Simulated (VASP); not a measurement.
# PbS (Galena) (Fm-3m) in VASP: a series of runs

PbS (Galena) is run at these levels: LDA, RPBE, revPBE+D3(BJ), BLYP+D4; tasks: single point.

Program: VASP 6.6.1. These are calculated values, not measurements. Logs are shortened: lines on timing, memory, paths and dates and some standing lists are left out, and cuts for length are marked.

## Step 1: The cell of the first run

Symmetry: Fm-3m, No. 225, cubic system. The conventional cell has a = 5.971 Å, b = 5.971 Å, c = 5.971 Å, α = 90.00°, β = 90.00°, γ = 90.00°. Pb (site symmetry m-3m) has 6 S at 2.99 Å within 3.9 Å. Within 3.9 Å of S (site symmetry m-3m) lie 6 Pb at 2.99 Å.

## Step 2: Single point, LDA

Input file INCAR:

```
SYSTEM = PbS
PREC = Accurate
ENCUT = 520
EDIFF = 1E-7
ISMEAR = -1
SIGMA = 0.05
LREAL = .FALSE.
LASPH = .TRUE.
NELM = 100
ALGO = Normal
ISIF = 2
LWAVE = .FALSE.
LCHARG = .FALSE.
NBANDS = 17
```

Input file KPOINTS:

```
regular mesh
0
G
  8 8 8
  0 0 0
```

Input file POSCAR:

```
PbS
1.0
    0.0000000000      2.9853913009      2.9853913009
    2.9853913009      0.0000000000      2.9853913009
    2.9853913009      2.9853913009      0.0000000000
Pb S
1 1
Direct
    0.0000000000      0.0000000000      0.0000000000
    0.5000000000      0.5000000000      0.5000000000
```

Potentials or basis: VASP PAW LDA potentials, release 64 (Pb_d, S).

The run is started by

```console
$ cat potpaw_LDA.64/Pb_d/POTCAR potpaw_LDA.64/S/POTCAR > POTCAR
$ mpirun -np 1 vasp_std > vasp.out
```

OUTCAR:

```text
SYSTEM = PbS
   PREC = Accurate
   ENCUT = 520
   EDIFF = 1E-7
   ISMEAR = -1
   LREAL = .FALSE.
   LASPH = .TRUE.
   NELM = 100
   ISIF = 2

 ion  position               nearest neighbor table
   1  0.000  0.000  0.000-   2 2.99   2 2.99   2 2.99   2 2.99   2 2.99   2 2.99
   2  0.500  0.500  0.500-   1 2.99   1 2.99   1 2.99   1 2.99   1 2.99   1 2.99

  LATTYP: Found a face centered cubic cell.
 ALAT       =     5.9707826018

  Lattice vectors:

 A1 = (   0.0000000000,   2.9853913009,   2.9853913009)
 A2 = (   2.9853913009,   0.0000000000,   2.9853913009)
 A3 = (   2.9853913009,   2.9853913009,   0.0000000000)

Analysis of symmetry for initial positions (statically):
=====================================================================
 Subroutine PRICEL returns:
 Original cell was already a primitive cell.

 Routine SETGRP: Setting up the symmetry group for a
 face centered cubic supercell.

 Subroutine GETGRP returns: Found 48 space group operations
[... 9 lines left out ...]

 Routine SETGRP: Setting up the symmetry group for a
 face centered cubic supercell.

 Subroutine GETGRP returns: Found 48 space group operations
[... 11 lines left out ...]
                                     Primitive cell

  volume of cell :      53.2150

  direct lattice vectors                    reciprocal lattice vectors
     0.000000000  2.985391301  2.985391301    -0.167482233  0.167482233  0.167482233
     2.985391301  0.000000000  2.985391301     0.167482233 -0.167482233  0.167482233
     2.985391301  2.985391301  0.000000000     0.167482233  0.167482233 -0.167482233

  length of vectors
     4.221980867  4.221980867  4.221980867     0.290087736  0.290087736  0.290087736

  position of ions in fractional coordinates (direct lattice)
     0.000000000  0.000000000  0.000000000
     0.500000000  0.500000000  0.500000000

  ion indices of the primitive-cell ions
   primitive index   ion index
                 1           1
                 2           2

----------------------------------------------------------------------------------------

 KPOINTS: regular mesh

Automatic generation of k-mesh.
 Grid dimensions read from file:
 generate k-points for:    8    8    8

 Generating k-lattice:

  Cartesian coordinates                     Fractional coordinates (reciprocal lattice)
    -0.020935279  0.020935279  0.020935279     0.125000000  0.000000000  0.000000000
     0.020935279 -0.020935279  0.020935279     0.000000000  0.125000000  0.000000000
[... 55 lines left out ...]
   LASPH  =      T    aspherical Exc in radial PAW
   ENCUT  =  520.0 eV  38.22 Ry    6.18 a.u.   7.85  7.85  7.85*2*pi/ulx,y,z
   NELM   =    100;   NELMIN=  2; NELMDL= -5     # of ELM steps
   EDIFF  = 0.1E-06   stopping-criterion for ELM
   LREAL  =      F    real-space projection
   EDIFFG = 0.1E-05   stopping-criterion for IOM
   NSW    =      0    number of steps for IOM
   IBRION =     -1    ionic relax: 0-MD 1-quasi-New 2-CG
   NFREE  =      0    steps in history (QN), initial steepest desc. (CG)
   ISIF   =      2    stress and relaxation
   ISYM   =      2    0-nonsym 1-usesym 2-fastsym
   POTIM  = 0.5000    time-step for ionic-motion
   TEBEG  =    0.0;   TEEND  =   0.0 temperature during run
   PSTRESS=    0.0 pullay stress
   NELECT =      20.0000    total number of electrons
   NUPDOWN=      -1.0000    fix difference up-down
   EMIN   =  10.00;   EMAX   =-10.00  energy-range for DOS
   EFERMI =   0.00;   METHOD = LEGACY
   ISMEAR =    -1;   SIGMA  =   0.05  broadening in eV -4-tet -1-fermi 0-gaus
   EFERMI_NEDOS =   21; number of points for ismear=-14 and -15
   IALGO  =     38    algorithm
   IMIX   =      4    mixing-type and parameters
     AMIX     =   0.40;   BMIX     =  1.00
     AMIX_MAG =   1.60;   BMIX_MAG =  1.00
  volume/ion in A,a.u.               =      26.61       179.56
  Fermi-wavevector in a.u.,A,eV,Ry     =   1.181427  2.232573 18.990601  1.395770
  Thomas-Fermi vector in A             =   2.317701
   LORBIT       =      0    0 simple, 1 ext, 2 COOP (PROOUT), +10 PAW based schemes
   GGA     = CA    functional components
   LHFCALC =     F    Hartree Fock is set to
   AEXX    =    0.0000 exact exchange contribution
   IVDW    =     0    specifies the selected vdW correction
   LEPSILON=     F    determine dielectric tensor
   LRPA    =     F    only Hartree local field effects (RPA)
 non-spin polarized calculation
  energy-cutoff  :      520.00
  volume of cell :       53.21
 maximum number of plane-waves:      1459
   NGX = 15   NGY = 15   NGZ = 15

 number of electron      20.0000001 magnetization

 Free energy of the ion-electron system (eV)
  ---------------------------------------------------
  ext. energy  EPLUGINS =         0.00000000
  ---------------------------------------------------
  free energy    TOTEN  =        -9.96278227 eV

  energy without entropy =       -9.96242975  energy(sigma->0) =       -9.96260601

 E-fermi :   5.4542     XC(G=0):  -9.9391

 val. band max:        5.3161399004   @ k =   0.5000   0.0000   0.0000
 cond. band min:       5.5922433907   @ k =   0.5000   0.0000   0.0000
 fundamental gap:      0.2761034903
 Fermi energy:         5.4541973715

 k-point     1 :       0.0000    0.0000    0.0000
  band No.  band energies     occupation
      1     -11.4065      2.00000
      2     -11.4065      2.00000
      3     -11.4065      2.00000
      4     -11.3969      2.00000
      5     -11.3969      2.00000
      6      -8.0581      2.00000
[... 457 lines left out ...]
      4     -11.3788      2.00000
      5     -11.3592      2.00000
      6      -6.6022      2.00000
[... 9 lines left out ...]
     16      16.2056      0.00000
     17      16.3611      0.00000

 [... further k-points ...]

------------------------ aborting loop because EDIFF is reached ----------------------------------------

  FORCE on cell =-STRESS in cart. coord.  units (eV):
  Direction    XX          YY          ZZ          XY          YZ          ZX
  --------------------------------------------------------------------------------------
  -------------------------------------------------------------------------------------
  Total       -1.1852398     -1.1852398     -1.1852398     -0.0000000     -0.0000000      0.0000000
  in kB      -35.6847801    -35.6847801    -35.6847801     -0.0000000     -0.0000000      0.0000000
  external PRESSURE =     -35.6847801 kB  Pullay stress =       0.0000000 kB

 VOLUME and BASIS-vectors are now :
 -----------------------------------------------------------------------------
  energy-cutoff  :      520.00
  volume of cell :       53.21
      direct lattice vectors                 reciprocal lattice vectors
     0.000000000  2.985391301  2.985391301    -0.167482233  0.167482233  0.167482233
     2.985391301  0.000000000  2.985391301     0.167482233 -0.167482233  0.167482233
     2.985391301  2.985391301  0.000000000     0.167482233  0.167482233 -0.167482233

 POSITION                                       TOTAL-FORCE (eV/Angst)
 -----------------------------------------------------------------------------------
      0.00000      0.00000      0.00000         0.000000     -0.000000      0.000000
      2.98539      2.98539      2.98539        -0.000000      0.000000     -0.000000
 -----------------------------------------------------------------------------------
    total drift:                                0.000000     -0.000000     -0.000000

  FREE ENERGIE OF THE ION-ELECTRON SYSTEM (eV)
  ---------------------------------------------------
  free  energy   TOTEN  =        -9.9627822719 eV

  energy  without entropy=       -9.9624297515  energy(sigma->0) =       -9.96260601
```

Wall time 22 s (1 thread of Intel Xeon Platinum 8488C (Sapphire Rapids), shared host); peak memory 0.16 GiB.

Results:

```yaml
Free_energy: -9.9628 eV
Pressure: -3.6 GPa
Band_gap_on_the_k_mesh: 0.28 eV, direct
```

Levels at points of the mesh, in eV from the valence-band top:
```csv
k point,band 8,band 9,band 10,band 11,band 12,band 13
"(0.00, 0.00, 0.00)",-2.05,-2.05,-2.05,5.03,5.03,5.03
"(0.50, 0.00, 0.00)",-1.66,-1.66,0.00,0.28,1.89,1.89
"(0.50, 0.50, 0.00)",-5.07,-3.32,-3.32,3.83,5.42,5.51
```

Caveat: spin-orbit coupling is left out, which moves the levels of the heavy elements.

## Step 3: Single point, RPBE

This run uses another cell than the first one, of 27.13 Å³/atom, 1.020 times its volume.

Input file INCAR:

```
PREC = Accurate
ENCUT = 520
EDIFF = 1E-7
ISMEAR = -1
SIGMA = 0.05
LREAL = F
LASPH = T
NELM = 80
ALGO = Normal
ISIF = 2
LWAVE = F
LCHARG = F
GGA = RP
NBANDS = 17
```

Input file KPOINTS:

```
regular mesh
0
Gamma
  8 8 8
```

Input file POSCAR:

```
PbS
1.0
    0.0000000000      3.0047775019      3.0047775019
    3.0047775019      0.0000000000      3.0047775019
    3.0047775019      3.0047775019      0.0000000000
Pb S
1 1
Direct
    0.0000000000      0.0000000000      0.0000000000
    0.5000000000      0.5000000000      0.5000000000
```

Potentials or basis: VASP PAW PBE potentials, release 64 (Pb_d, S).

The run is started by

```console
$ cat potpaw_PBE.64/Pb_d/POTCAR potpaw_PBE.64/S/POTCAR > POTCAR
$ mpirun -np 1 vasp_std > vasp.out
```

OUTCAR:

```text
PREC = Accurate
   ENCUT = 520
   EDIFF = 1E-7
   ISMEAR = -1
   LREAL = F
   LASPH = T
   NELM = 80
   ISIF = 2
   GGA = RP

 ion  position               nearest neighbor table
   1  0.000  0.000  0.000-   2 3.00   2 3.00   2 3.00   2 3.00   2 3.00   2 3.00
   2  0.500  0.500  0.500-   1 3.00   1 3.00   1 3.00   1 3.00   1 3.00   1 3.00

  LATTYP: Found a face centered cubic cell.
 ALAT       =     6.0095550038

  Lattice vectors:

 A1 = (   0.0000000000,   3.0047775019,   3.0047775019)
 A2 = (   3.0047775019,   0.0000000000,   3.0047775019)
 A3 = (   3.0047775019,   3.0047775019,   0.0000000000)

Analysis of symmetry for initial positions (statically):
=====================================================================
 Subroutine PRICEL returns:
 Original cell was already a primitive cell.

 Routine SETGRP: Setting up the symmetry group for a
 face centered cubic supercell.

 Subroutine GETGRP returns: Found 48 space group operations
[... 9 lines left out ...]

 Routine SETGRP: Setting up the symmetry group for a
 face centered cubic supercell.

 Subroutine GETGRP returns: Found 48 space group operations
[... 11 lines left out ...]
                                     Primitive cell

  volume of cell :      54.2584

  direct lattice vectors                    reciprocal lattice vectors
     0.000000000  3.004777502  3.004777502    -0.166401672  0.166401672  0.166401672
     3.004777502  0.000000000  3.004777502     0.166401672 -0.166401672  0.166401672
     3.004777502  3.004777502  0.000000000     0.166401672  0.166401672 -0.166401672

  length of vectors
     4.249397095  4.249397095  4.249397095     0.288216150  0.288216150  0.288216150

  position of ions in fractional coordinates (direct lattice)
     0.000000000  0.000000000  0.000000000
     0.500000000  0.500000000  0.500000000

  ion indices of the primitive-cell ions
   primitive index   ion index
                 1           1
                 2           2

[... 87 lines left out ...]
   EFERMI_NEDOS =   21; number of points for ismear=-14 and -15
   IALGO  =     38    algorithm
   IMIX   =      4    mixing-type and parameters
     AMIX     =   0.40;   BMIX     =  1.00
     AMIX_MAG =   1.60;   BMIX_MAG =  1.00
  volume/ion in A,a.u.               =      27.13       183.08
  Fermi-wavevector in a.u.,A,eV,Ry     =   1.173805  2.218169 18.746345  1.377817
  Thomas-Fermi vector in A             =   2.310212
   LORBIT       =      0    0 simple, 1 ext, 2 COOP (PROOUT), +10 PAW based schemes
   GGA     = RP    functional components
   LHFCALC =     F    Hartree Fock is set to
   AEXX    =    0.0000 exact exchange contribution
   IVDW    =     0    specifies the selected vdW correction
   LEPSILON=     F    determine dielectric tensor
   LRPA    =     F    only Hartree local field effects (RPA)
 non-spin polarized calculation
  energy-cutoff  :      520.00
  volume of cell :       54.26
 maximum number of plane-waves:      1476
   NGX = 15   NGY = 15   NGZ = 15

 number of electron      20.0000003 magnetization

 Free energy of the ion-electron system (eV)
  ---------------------------------------------------
  ext. energy  EPLUGINS =         0.00000000
  ---------------------------------------------------
  free energy    TOTEN  =        -8.09870477 eV

  energy without entropy =       -8.09867785  energy(sigma->0) =       -8.09869131

 E-fermi :   5.7024     XC(G=0):  -9.3260

 val. band max:        5.4020893252   @ k =   0.5000   0.0000   0.0000
 cond. band min:       6.0027323606   @ k =   0.5000   0.0000   0.0000
 fundamental gap:      0.6006430354
 Fermi energy:         5.7024248154

 k-point     1 :       0.0000    0.0000    0.0000
  band No.  band energies     occupation
      1     -11.4012      2.00000
      2     -11.4012      2.00000
      3     -11.4012      2.00000
      4     -11.3793      2.00000
      5     -11.3793      2.00000
      6      -7.8029      2.00000
[... 457 lines left out ...]
      4     -11.3757      2.00000
      5     -11.3579      2.00000
      6      -6.4744      2.00000
[... 9 lines left out ...]
     16      16.3754      0.00000
     17      16.6434      0.00000

 [... further k-points ...]

------------------------ aborting loop because EDIFF is reached ----------------------------------------

  FORCE on cell =-STRESS in cart. coord.  units (eV):
  Direction    XX          YY          ZZ          XY          YZ          ZX
  --------------------------------------------------------------------------------------
  -------------------------------------------------------------------------------------
  Total        0.5953752      0.5953752      0.5953752      0.0000000      0.0000000      0.0000000
  in kB       17.5806269     17.5806269     17.5806269      0.0000000      0.0000000      0.0000000
  external PRESSURE =      17.5806269 kB  Pullay stress =       0.0000000 kB

 VOLUME and BASIS-vectors are now :
 -----------------------------------------------------------------------------
  energy-cutoff  :      520.00
  volume of cell :       54.26
      direct lattice vectors                 reciprocal lattice vectors
     0.000000000  3.004777502  3.004777502    -0.166401672  0.166401672  0.166401672
     3.004777502  0.000000000  3.004777502     0.166401672 -0.166401672  0.166401672
     3.004777502  3.004777502  0.000000000     0.166401672  0.166401672 -0.166401672

 POSITION                                       TOTAL-FORCE (eV/Angst)
 -----------------------------------------------------------------------------------
      0.00000      0.00000      0.00000         0.000000     -0.000000      0.000000
      3.00478      3.00478      3.00478         0.000000      0.000000      0.000000
 -----------------------------------------------------------------------------------
    total drift:                                0.000000     -0.000000     -0.000000

  FREE ENERGIE OF THE ION-ELECTRON SYSTEM (eV)
  ---------------------------------------------------
  free  energy   TOTEN  =        -8.0987047686 eV

  energy  without entropy=       -8.0986778456  energy(sigma->0) =       -8.09869131
```

Wall time 24 s (1 thread of Intel Xeon Platinum 8488C (Sapphire Rapids), shared host); peak memory 0.18 GiB.

Results:

| Item | Value |
| --- | --- |
| Free energy | -8.0987 eV |
| Pressure | 1.8 GPa |
| Band gap on the k mesh | 0.60 eV, direct |

Caveat: the PAW data sets were made with another functional, which shifts forces and pressure a little; spin-orbit coupling is left out, which moves the levels of the heavy elements. A k mesh can miss the band edges.

[end of part 1 of 3]
